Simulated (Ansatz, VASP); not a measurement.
## SnO: VASP beside Ansatz

The input INCAR:

```
PREC = Accurate
ENCUT = 520
EDIFF = 1E-6
ISMEAR = 0
SIGMA = 0.05
LREAL = F
LASPH = T
NELM = 120
ALGO = Normal
ISIF = 2
LWAVE = F
LCHARG = T
LDIPOL = T
IDIPOL = 3
DIPOL = 0.5 0.5 0.408
GGA = PE
IVDW = 12
LELF = T
LVHAR = T
LVACPOTAV = T
NBANDS = 50
GGA_COMPAT = F
NELMDL = -8
```

KPOINTS

```
Automatic mesh
0
Gamma
  7 7 1
```

File POSCAR:

```
SnO
1.0
    3.8201630995      0.0000000000      0.0000000000
    0.0000000000      3.8201630995      0.0000000000
    0.0000000000      0.0000000000     22.2260821294
Sn O
4 4
Direct
    0.7500000000      0.2500000000      0.2024648327
    0.2500000000      0.7500000000      0.3087832136
    0.5000000000      1.2500000000      0.5067488278
    0.0000000000      1.7500000000      0.6130672086
    0.2500000000      0.2500000000      0.2556240231
    0.7500000000      0.7500000000      0.2556240231
    0.0000000000      1.2500000000      0.5599080182
    0.5000000000      1.7500000000      0.5599080182
```

Input for Ansatz:

```yaml
crystal:
  lattice:
    - [3.8201630995, 0.0, 0.0]
    - [0.0, 3.8201630995, 0.0]
    - [0.0, 0.0, 22.2260821294]
  atoms:
    - { symbol: Sn, position: [0.75, 0.25, 0.2024648327] }
    - { symbol: O, position: [0.25, 0.25, 0.2556240231] }
    - { symbol: O, position: [0.75, 0.75, 0.2556240231] }
    - { symbol: Sn, position: [0.25, 0.75, 0.3087832136] }
    - { symbol: Sn, position: [0.5, 1.25, 0.5067488278] }
    - { symbol: O, position: [0.0, 1.25, 0.5599080182] }
    - { symbol: O, position: [0.5, 1.75, 0.5599080182] }
    - { symbol: Sn, position: [0.0, 1.75, 0.6130672086] }
basis:
  ecutwfc: 420
kpoints:
  mp_grid: { grid: [7, 7, 1] }
hamiltonian:
  xc: pbe
  pseudopotentials: { kind: paw, azcp: { folder: soft_1 } }
  dispersion: d3bj
scf:
  occupations: { method: gaussian, width: 0.05 }
output:
  forces: true
  eigenvalues: true
efield:
  axis: 3
  dipole_correction: true
  ramp_width: 0.04
```

Alike in both runs: task single point; functional PBE; dispersion D3(BJ); k mesh 7 × 7 × 1; occupations gaussian, width 0.05 eV; no spin polarisation.

```csv
,VASP,Ansatz
version,VASP 6.6.1,Ansatz 0.2.0
potentials or method,"VASP PAW PBE potentials, release 64 (Sn_d, O), cutoff 520 eV","scalar-relativistic, plane waves, PAW"
valence electrons in the cell,80,80
```

|  | VASP | Ansatz | Ansatz less VASP |
| --- | --- | --- | --- |
| gap on the k mesh at the Fermi level (eV) | 2.60 | 2.64 | +0.045 |
| least direct gap on the mesh (eV) | 2.62 | 2.66 | +0.043 |
| rms of the force components (eV/Å) | 0.053 | 0.020 | -0.0329 |
